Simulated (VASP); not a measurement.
Runs of VASP 6.6.1 on HfO3. The structure is that of space group Pm-3m (No. 221), or close to it. The cells are those of the table. 

| task | cell | k mesh | cutoff (eV) | k mesh for the DOS | occupations for the DOS | gap on the mesh (eV) | pressure (GPa) | relaxed volume (Å³/atom) |
| --- | --- | --- | --- | --- | --- | --- | --- | --- |
| single point | a = 3.544, b = 3.544, c = 3.507 Å, 4 atoms | 6 × 6 × 6 | 520 | - | - | none | -31.6 | - |
| relaxation of cell and atoms | relaxed from a = 3.544, b = 3.544, c = 3.507 Å, 4 atoms | 6 × 6 × 6 | 600 | - | - | none | 0.2 | (a) |
| relaxation of cell and atoms | relaxed from a = 3.324 Å, 4 atoms | 14 × 14 × 14 | 600 | - | - | none | 0.0 | 9.04 |
| single point | a = 3.324, b = 3.324, c = 3.323 Å, 4 atoms | 6 × 6 × 6 | 520 | - | - | none | -3.3 | - |
| single point | a = 3.324 Å, 4 atoms | 14 × 14 × 14 | 520 | - | - | none | -3.3 | - |

Alike in all rows: level PBE; potentials or basis VASP PAW PBE potentials, release 64 (Hf_pv, O); no spin polarisation; smearing gaussian 0.1 eV.

Fill in the values left out.

(a) 9.03.

Caveats: spin-orbit coupling is left out, which moves the levels of the heavy elements; the volume moved by over 15 % at a fixed basis, so the end points are rough (some runs).

A k mesh can miss the band edges, and the runs leave out spin-orbit coupling on Hf.

A gap of «none» marks levels without a gap at the run's occupations.
